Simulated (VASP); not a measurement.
Set up this calculation in VASP 6.6.1, as the native input.

| Item | Value |
| --- | --- |
| Task | single point |
| Functional | LDA |
| Potentials or basis | VASP PAW LDA potentials, release 64 (Ba_sv, Ti_sv, O) |
| Cutoff | 600 eV |
| k mesh | 7 × 5 × 5 |
| Occupations | fermi-dirac, width 0.05 eV |
| Spin | no spin polarisation |
| Hubbard terms | Ti d U = 5.0 eV |
| Dipole correction | no |
| Further INCAR settings | ALGO = Normal; EDIFF = 1e-06; NBANDS = 51 |

The structure of BaTiO3 lies in POSCAR:

```
BaTiO3
1.0
   -2.7910396350     -1.6114064679     -2.2788747822
    2.7909910000     -4.8340795863     -0.0000391556
   -2.7909885214     -1.6113213684      4.5576272629
Ba Ti O
2 2 6
Direct
    0.0042818455      1.0000074748      0.9957187614
    1.0042706297      0.4999976110      0.4957177722
    0.5043205375      1.0000171094      0.4957040560
    0.5043347698      0.5000164388     -0.0042980182
    0.5042242312      0.2499743922      0.7457774040
    0.5042481773      0.7500157079      0.2457381222
    0.5042518951      0.7499670342      0.7457488501
    0.5042398931      0.2500143863      0.2457816984
    1.0042148636     -0.0000000848      0.4957546616
    0.0042131572      0.4999899303     -0.0042433078
```

The input as run:

INCAR

```
SYSTEM = BaTiO3
ALGO = Normal ; EDIFF = 1E-6
ENCUT = 600 ; GGA = CA
GGA_COMPAT = .FALSE. ; ISIF = 2
ISMEAR = -1 ; KPAR = 4
LASPH = .TRUE. ; LCHARG = .TRUE.
LDAU = .TRUE. ; LDAUJ = 0 0 0
LDAUL = -1 2 -1 ; LDAUPRINT = 1
LDAUTYPE = 2 ; LDAUU = 0 5 0
LMAXMIX = 4 ; LREAL = .FALSE.
LVHAR = .TRUE. ; LWAVE = .FALSE.
NBANDS = 51 ; NELM = 200
PREC = Accurate ; SIGMA = 0.05
```

KPOINTS

```
k-points
0
G
  7 5 5
  0 0 0
```

Potentials or basis: VASP PAW LDA potentials, release 64 (Ba_sv, Ti_sv, O).

Run with:

```sh
$ cat potpaw_LDA.64/Ba_sv/POTCAR potpaw_LDA.64/Ti_sv/POTCAR potpaw_LDA.64/O/POTCAR > POTCAR
$ mpirun -np 4 vasp_std > vasp.out
```

It gave:

The pressure is 5.0 GPa. The largest force is 0.004 eV/Å. The band gap on the k mesh is 2.34 eV.

Caveat: the cell stands under pressure; spin-orbit coupling is left out, which moves the levels of the heavy elements; an odd mesh through Γ misses points on the zone boundary, where band edges can lie.

Wall time 2.4 min on 4 MPI ranks on AMD EPYC 7R13 Processor (Zen 3), on a shared host, peak memory 0.59 GiB a rank.
